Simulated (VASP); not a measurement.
# SnSe (Fm-3m) in VASP: a series of runs

The runs below take SnSe through single point, with r2SCAN, PBE+D3(BJ), LDA.

All numbers are computed with VASP 6.6.1; they aren't measurements. Logs are shortened: lines on timing, memory, paths and dates and some standing lists are left out, and cuts for length are marked.

### 1 The cell of the first run

The structure is cubic, space group Fm-3m (No. 225). The conventional cell has a = 5.897 Å, b = 5.897 Å, c = 5.897 Å, α = 90.00°, β = 90.00°, γ = 90.00°. Within 3.9 Å of Sn (site symmetry m-3m) lie 6 Se at 2.95 Å. Within 3.9 Å of Se (site symmetry m-3m) lie 6 Sn at 2.95 Å.

### 2 Single point, r2SCAN

File POSCAR:

```
SnSe
1.0
    0.0000000000      2.9485541872      2.9485541872
    2.9485541872      0.0000000000      2.9485541872
    2.9485541872      2.9485541872      0.0000000000
Sn Se
1 1
Direct
    0.0000000000      0.0000000000      0.0000000000
    0.5000000000      0.5000000000      0.5000000000
```

File INCAR.step1:

```
ALGO     = Normal         # electronic algorithm
EDIFF    = 1E-4           # SCF threshold, eV
ENCUT    = 520            # plane-wave cutoff, eV
GGA      = PE             # functional
ISMEAR   = -1             # smearing method
LASPH    = T              # aspherical terms in the spheres
LCHARG   = F              # write CHGCAR
LREAL    = F              # projectors in reciprocal space
LWAVE    = T              # write WAVECAR
NBANDS   = 17             # bands
NELM     = 60             # most SCF steps
PREC     = Accurate       # precision mode
SIGMA    = 0.05           # smearing width, eV
```

File INCAR.step2:

```
ALGO     = Normal         # electronic algorithm
EDIFF    = 1E-6           # SCF threshold, eV
ENCUT    = 520            # plane-wave cutoff, eV
ISIF     = 2              # what is computed and relaxed
ISMEAR   = -1             # smearing method
ISTART   = 1            
LASPH    = T              # aspherical terms in the spheres
LCHARG   = F              # write CHGCAR
LMIXTAU  = T            
LREAL    = F              # projectors in reciprocal space
LWAVE    = F              # write WAVECAR
METAGGA  = R2SCAN         # meta-GGA
NBANDS   = 17             # bands
NELM     = 60             # most SCF steps
PREC     = Accurate       # precision mode
SIGMA    = 0.05           # smearing width, eV
```

File KPOINTS:

```
k-points
0
Gamma
  8 8 8
```

Potentials or basis: VASP PAW PBE potentials, release 64 (Sn_d, Se).

Started as:

```sh
cat potpaw_PBE.64/Sn_d/POTCAR potpaw_PBE.64/Se/POTCAR > POTCAR
cp INCAR.step1 INCAR
mpirun -np 1 vasp_std > vasp.out
cp INCAR.step2 INCAR
mpirun -np 1 vasp_std > vasp.out
```

OUTCAR:

```text
EDIFF = 1E-6
   ENCUT = 520
   ISIF = 2
   ISMEAR = -1
   ISTART = 1
   LASPH = T
   LREAL = F
   METAGGA = R2SCAN
   NELM = 60
   PREC = Accurate

 ion  position               nearest neighbor table
   1  0.000  0.000  0.000-   2 2.95   2 2.95   2 2.95   2 2.95   2 2.95   2 2.95
   2  0.500  0.500  0.500-   1 2.95   1 2.95   1 2.95   1 2.95   1 2.95   1 2.95

  LATTYP: Found a face centered cubic cell.
 ALAT       =     5.8971083744

  Lattice vectors:

 A1 = (   0.0000000000,   2.9485541872,   2.9485541872)
 A2 = (   2.9485541872,   0.0000000000,   2.9485541872)
 A3 = (   2.9485541872,   2.9485541872,   0.0000000000)

Analysis of symmetry for initial positions (statically):
=====================================================================
 Subroutine PRICEL returns:
 Original cell was already a primitive cell.

 Routine SETGRP: Setting up the symmetry group for a
 face centered cubic supercell.

 Subroutine GETGRP returns: Found 48 space group operations
[... 9 lines left out ...]

 Routine SETGRP: Setting up the symmetry group for a
 face centered cubic supercell.

 Subroutine GETGRP returns: Found 48 space group operations
[... 11 lines left out ...]
                                     Primitive cell

  volume of cell :      51.2693

  direct lattice vectors                    reciprocal lattice vectors
     0.000000000  2.948554187  2.948554187    -0.169574635  0.169574635  0.169574635
     2.948554187  0.000000000  2.948554187     0.169574635 -0.169574635  0.169574635
     2.948554187  2.948554187  0.000000000     0.169574635  0.169574635 -0.169574635

  length of vectors
     4.169885321  4.169885321  4.169885321     0.293711883  0.293711883  0.293711883

  position of ions in fractional coordinates (direct lattice)
     0.000000000  0.000000000  0.000000000
     0.500000000  0.500000000  0.500000000

  ion indices of the primitive-cell ions
   primitive index   ion index
                 1           1
                 2           2

----------------------------------------------------------------------------------------

 KPOINTS: k-points

Automatic generation of k-mesh.
 Grid dimensions read from file:
 generate k-points for:    8    8    8

 Generating k-lattice:

  Cartesian coordinates                     Fractional coordinates (reciprocal lattice)
    -0.021196829  0.021196829  0.021196829     0.125000000  0.000000000  0.000000000
     0.021196829 -0.021196829  0.021196829     0.000000000  0.125000000  0.000000000
     0.021196829  0.021196829 -0.021196829     0.000000000  0.000000000  0.125000000

  Length of vectors
     0.036713985  0.036713985  0.036713985

  Shift w.r.t. Gamma in fractional coordinates (k-lattice)
     0.000000000  0.000000000  0.000000000

 Subroutine IBZKPT returns following result:
 ===========================================

 Found     29 irreducible k-points:

 Following reciprocal coordinates:
            Coordinates               Weight
  0.000000  0.000000  0.000000      1.000000
  0.125000  0.000000  0.000000      8.000000
  0.250000  0.000000  0.000000      8.000000
  0.375000  0.000000  0.000000      8.000000
  0.500000  0.000000  0.000000      4.000000
  0.125000  0.125000  0.000000      6.000000
[... 16 lines left out ...]
  0.500000  0.250000  0.125000     48.000000
 -0.375000  0.250000  0.125000     24.000000
 [... further k-points ...]
   k-points           NKPTS =     29   k-points in BZ     NKDIM =     29   number of bands    NBANDS=     17
   number of dos      NEDOS =    301   number of ions     NIONS =      2
   total plane-waves  NPLWV =  32768
   dimension x,y,z NGX =    32 NGY =   32 NGZ =   32
   dimension x,y,z NGXF=    64 NGYF=   64 NGZF=   64
   ions per type =               1   1
   NGX,Y,Z   is equivalent  to a cutoff of  12.76, 12.76, 12.76 a.u.
   NGXF,Y,Z  is equivalent  to a cutoff of  25.52, 25.52, 25.52 a.u.
 SYSTEM =  unknown system
   PREC   = accura    normal or accurate (medium, high low for compatibility)
   ISTART =      1    job   : 0-new  1-cont  2-samecut
   ICHARG =      0    charge: 1-file 2-atom 10-const
   ISPIN  =      1    spin polarized calculation?
   LNONCOLLINEAR =      F non collinear calculations
   LSORBIT =      F    spin-orbit coupling
   LASPH  =      T    aspherical Exc in radial PAW
   ENCUT  =  520.0 eV  38.22 Ry    6.18 a.u.   7.75  7.75  7.75*2*pi/ulx,y,z
   NELM   =     60;   NELMIN=  2; NELMDL=  0     # of ELM steps
   EDIFF  = 0.1E-05   stopping-criterion for ELM
   LREAL  =      F    real-space projection
   EDIFFG = 0.1E-04   stopping-criterion for IOM
   NSW    =      0    number of steps for IOM
   IBRION =     -1    ionic relax: 0-MD 1-quasi-New 2-CG
   NFREE  =      0    steps in history (QN), initial steepest desc. (CG)
   ISIF   =      2    stress and relaxation
   ISYM   =      2    0-nonsym 1-usesym 2-fastsym
   POTIM  = 0.5000    time-step for ionic-motion
   TEBEG  =    0.0;   TEEND  =   0.0 temperature during run
   PSTRESS=    0.0 pullay stress
   NELECT =      20.0000    total number of electrons
   NUPDOWN=      -1.0000    fix difference up-down
   EMIN   =  10.00;   EMAX   =-10.00  energy-range for DOS
   EFERMI =   0.00;   METHOD = LEGACY
   ISMEAR =    -1;   SIGMA  =   0.05  broadening in eV -4-tet -1-fermi 0-gaus
   EFERMI_NEDOS =   21; number of points for ismear=-14 and -15
   IALGO  =     38    algorithm
   IMIX   =      4    mixing-type and parameters
     AMIX     =   0.40;   BMIX     =  1.00
     AMIX_MAG =   1.60;   BMIX_MAG =  1.00
  volume/ion in A,a.u.               =      25.63       172.99
  Fermi-wavevector in a.u.,A,eV,Ry     =   1.196187  2.260466 19.468075  1.430863
  Thomas-Fermi vector in A             =   2.332134
   LORBIT       =      0    0 simple, 1 ext, 2 COOP (PROOUT), +10 PAW based schemes
   METAGGA = R2SCAN    functional components
   LHFCALC =     F    Hartree Fock is set to
   AEXX    =    0.0000 exact exchange contribution
   IVDW    =     0    specifies the selected vdW correction
   LEPSILON=     F    determine dielectric tensor
   LRPA    =     F    only Hartree local field effects (RPA)
 non-spin polarized calculation
  energy-cutoff  :      520.00
  volume of cell :       51.27
 maximum number of plane-waves:      1411
   NGX = 15   NGY = 15   NGZ = 15

 number of electron      19.9999999 magnetization

 Free energy of the ion-electron system (eV)
  ---------------------------------------------------
  ext. energy  EPLUGINS =         0.00000000
  ---------------------------------------------------
  free energy    TOTEN  =       -39.84424214 eV

  energy without entropy =      -39.84421671  energy(sigma->0) =      -39.84422942

 E-fermi :   6.7040     XC(G=0): -10.4976

 val. band max:        6.3889232258   @ k =   0.5000   0.0000   0.0000
 cond. band min:       7.1106703742   @ k =  -0.3750   0.1250   0.0000
 fundamental gap:      0.7217471484
 Fermi energy:         6.7040179018

 k-point     1 :       0.0000    0.0000    0.0000
  band No.  band energies     occupation
      1     -16.1197      2.00000
      2     -16.1197      2.00000
      3     -16.1138      2.00000
      4     -16.1138      2.00000
      5     -16.1138      2.00000
      6      -8.7603      2.00000
[... 9 lines left out ...]
     16      12.3803      0.00000
     17      14.8024      0.00000

 k-point     2 :       0.1250    0.0000    0.0000
  band No.  band energies     occupation
      1     -16.1210      2.00000
      2     -16.1210      2.00000
      3     -16.1133      2.00000
      4     -16.1118      2.00000
      5     -16.1117      2.00000
      6      -8.6325      2.00000
[... 9 lines left out ...]
     16      12.7870      0.00000
     17      15.9947      0.00000

 k-point     3 :       0.2500    0.0000    0.0000
  band No.  band energies     occupation
      1     -16.1251      2.00000
      2     -16.1251      2.00000
      3     -16.1123      2.00000
      4     -16.1059      2.00000
      5     -16.1059      2.00000
      6      -8.2854      2.00000
[... 9 lines left out ...]
     16      13.8231      0.00000
     17      18.4039      0.00000

 k-point     4 :       0.3750    0.0000    0.0000
  band No.  band energies     occupation
      1     -16.1294      2.00000
      2     -16.1294      2.00000
      3     -16.1113      2.00000
      4     -16.0999      2.00000
      5     -16.0999      2.00000
      6      -7.8578      2.00000
[... 9 lines left out ...]
     16      15.4120      0.00000
     17      18.6543      0.00000

 k-point     5 :       0.5000    0.0000    0.0000
  band No.  band energies     occupation
      1     -16.1312      2.00000
      2     -16.1311      2.00000
      3     -16.1109      2.00000
      4     -16.0974      2.00000
      5     -16.0974      2.00000
      6      -7.6432      2.00000
[... 9 lines left out ...]
     16      16.9844      0.00000
     17      17.1177      0.00000

 k-point     6 :       0.1250    0.1250    0.0000
  band No.  band energies     occupation
      1     -16.1243      2.00000
      2     -16.1182      2.00000
      3     -16.1151      2.00000
      4     -16.1105      2.00000
      5     -16.1105      2.00000
      6      -8.5894      2.00000
[... 9 lines left out ...]
     16      13.5513      0.00000
     17      15.0183      0.00000
[... 281 lines left out ...]
 k-point    21 :       0.5000    0.5000    0.0000
  band No.  band energies     occupation
      1     -16.1660      2.00000
      2     -16.1225      2.00000
      3     -16.1095      2.00000
      4     -16.0903      2.00000
      5     -16.0903      2.00000
      6      -7.2754      2.00000
[... 9 lines left out ...]
     16      19.2046      0.00000
     17      19.5374      0.00000

 k-point    22 :       0.3750    0.2500    0.1250
  band No.  band energies     occupation
      1     -16.1357      2.00000
      2     -16.1201      2.00000
      3     -16.1146      2.00000
      4     -16.1025      2.00000
      5     -16.1010      2.00000
      6      -8.0013      2.00000
[... 9 lines left out ...]
     16      16.3590      0.00000
     17      16.4639      0.00000

 k-point    23 :       0.5000    0.2500    0.1250
  band No.  band energies     occupation
      1     -16.1398      2.00000
      2     -16.1232      2.00000
      3     -16.1111      2.00000
      4     -16.1008      2.00000
      5     -16.0974      2.00000
      6      -7.6316      2.00000
[... 9 lines left out ...]
     16      16.6085      0.00000
     17      18.2034      0.00000

 k-point    24 :      -0.3750    0.2500    0.1250
  band No.  band energies     occupation
      1     -16.1411      2.00000
      2     -16.1249      2.00000
      3     -16.1076      2.00000
      4     -16.1025      2.00000
      5     -16.0955      2.00000
      6      -7.4540      2.00000
[... 9 lines left out ...]
     16      17.7594      0.00000
     17      17.8591      0.00000

 [... further k-points ...]
[... 5 lines left out ...]
  --------------------------------------------------------------------------------------
  -------------------------------------------------------------------------------------
  Total        1.1597574      1.1597574      1.1597574      0.0000000      0.0000000      0.0000000
  in kB       36.2426884     36.2426884     36.2426884      0.0000000      0.0000000      0.0000000
  external PRESSURE =      36.2426884 kB  Pullay stress =       0.0000000 kB

 VOLUME and BASIS-vectors are now :
 -----------------------------------------------------------------------------
  energy-cutoff  :      520.00
  volume of cell :       51.27
      direct lattice vectors                 reciprocal lattice vectors
     0.000000000  2.948554187  2.948554187    -0.169574635  0.169574635  0.169574635
     2.948554187  0.000000000  2.948554187     0.169574635 -0.169574635  0.169574635
     2.948554187  2.948554187  0.000000000     0.169574635  0.169574635 -0.169574635

 POSITION                                       TOTAL-FORCE (eV/Angst)
 -----------------------------------------------------------------------------------
      0.00000      0.00000      0.00000        -0.000000      0.000000     -0.000000
      2.94855      2.94855      2.94855         0.000000     -0.000000      0.000000
 -----------------------------------------------------------------------------------
    total drift:                                0.000000     -0.000000     -0.000000

  FREE ENERGIE OF THE ION-ELECTRON SYSTEM (eV)
  ---------------------------------------------------
  free  energy   TOTEN  =       -39.8442421351 eV

  energy  without entropy=      -39.8442167097  energy(sigma->0) =      -39.84422942
```

It took 2.3 min on 1 thread of Intel Xeon 8259CL, shared host; peak memory 0.2 GiB.

What came out:

| Quantity | Value |
| --- | --- |
| Free energy | -39.8442 eV |
| Pressure | 3.6 GPa |
| Band gap on the k mesh | 0.72 eV, indirect (least direct gap 0.76 eV) |

Levels at points of the mesh, in eV from the valence-band top:
```csv
k point,band 7,band 8,band 9,band 10,band 11,band 12,band 13,band 14
"(0.00, 0.00, 0.00)",-4.99,-2.80,-2.80,-2.80,4.64,4.64,4.64,5.99
"(0.50, 0.00, 0.00)",-8.89,-2.51,-2.51,0.00,0.76,1.12,1.12,8.79
"(0.50, 0.50, 0.00)",-6.37,-6.33,-4.39,-4.39,2.93,5.87,5.87,6.62
```

Caveat: the PAW data sets were made with another functional, which shifts forces and pressure a little; spin-orbit coupling is left out, which moves the levels of the heavy elements.

### 3 Single point, r2SCAN

This run uses another cell than the first one, of 26.18 Å³/atom, 1.021 times its volume.

File POSCAR:

```
SnSe
1.0
    0.0000000000      2.9693193375      2.9693193375
    2.9693193375      0.0000000000      2.9693193375
    2.9693193375      2.9693193375      0.0000000000
Sn Se
1 1
Direct
    0.0000000000      0.0000000000      0.0000000000
    0.5000000000      0.5000000000      0.5000000000
```

File INCAR.step1:

```
SYSTEM = SnSe
PREC = Accurate
ENCUT = 520
ISMEAR = -1
SIGMA = 0.05
LREAL = .FALSE.
LASPH = .TRUE.
NELM = 80
NBANDS = 17
GGA = PE
ALGO = Normal
EDIFF = 1E-4
LWAVE = .TRUE.
LCHARG = .FALSE.
```

File INCAR.step2:

```
SYSTEM = SnSe
PREC = Accurate
ENCUT = 520
EDIFF = 1E-6
ISMEAR = -1
SIGMA = 0.05
LREAL = .FALSE.
LASPH = .TRUE.
NELM = 80
ALGO = Normal
ISIF = 2
LWAVE = .FALSE.
LCHARG = .FALSE.
METAGGA = R2SCAN
LMIXTAU = .TRUE.
NBANDS = 17
ISTART = 1
```

File KPOINTS:

```
Automatic mesh
0
G
  8 8 8
  0 0 0
```

Potentials or basis: VASP PAW PBE potentials, release 64 (Sn_d, Se).

Started as:

```sh
cat potpaw_PBE.64/Sn_d/POTCAR potpaw_PBE.64/Se/POTCAR > POTCAR
cp INCAR.step1 INCAR
mpirun -np 1 vasp_std > vasp.out
cp INCAR.step2 INCAR
mpirun -np 1 vasp_std > vasp.out
```

Wall time 1.8 min (1 thread of Intel Xeon 8259CL, shared host); peak memory 0.2 GiB.

It converged, with:

```yaml
Free_energy: -39.8644 eV
Pressure: 2.2 GPa
Band_gap_on_the_k_mesh: 0.65 eV, direct
```

Levels at points of the mesh, in eV from the valence-band top:
```
           k point  band 8  band 9  band 10  band 11  band 12  band 13
(0.00, 0.00, 0.00)   -2.75   -2.75    -2.75     4.54     4.54     4.54
(0.50, 0.00, 0.00)   -2.47   -2.47     0.00     0.65     1.13     1.13
(0.50, 0.50, 0.00)   -6.23   -4.29    -4.29     2.99     5.73     5.73
```

Caveat: the PAW data sets were made with another functional, which shifts forces and pressure a little; spin-orbit coupling is left out, which moves the levels of the heavy elements.

(Continued in part 2 of 2.)
